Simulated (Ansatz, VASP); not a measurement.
**PbO in VASP and in Ansatz**

```
CELL_PARAMETERS angstrom
4.06046 0.00000 0.00000
0.00000 4.06046 0.00000
0.00000 0.00000 5.48747
ATOMIC_POSITIONS crystal
Pb 0.00000 0.50000 0.21624
Pb 0.50000 0.00000 0.78376
O 0.00000 0.00000 0.00000
O 0.50000 0.50000 0.00000
```

Alike in both runs: functional PBE; k mesh 4 × 4 × 4; occupations gaussian, width 0.1 eV; no spin polarisation.

Ansatz relaxed the structure, and its values are those at the end. VASP's run is a single point on that final structure, the one shown.

|  | VASP | Ansatz |
| --- | --- | --- |
| version | VASP 6.6.1 | Ansatz 0.2.0 |
| potentials or method | VASP PAW PBE potentials, release 64 (Pb_d, O), cutoff 600 eV | scalar-relativistic, plane waves, PAW |
| valence electrons in the cell | 40 | 40 |

VASP gave:

```
gap on the k mesh at the Fermi level (eV) : 1.73
least direct gap on the mesh (eV)         : 1.95
pressure (GPa)                            : 0.1
rms of the force components (eV/Å)        : 0.016
```

Problem. What did Ansatz give for the same quantities?

Solution. gap on the k mesh at the Fermi level (eV): 1.73; least direct gap on the mesh (eV): 1.96; pressure (GPa): 0.1; rms of the force components (eV/Å): 0.002.

Neither program's run includes spin-orbit coupling.
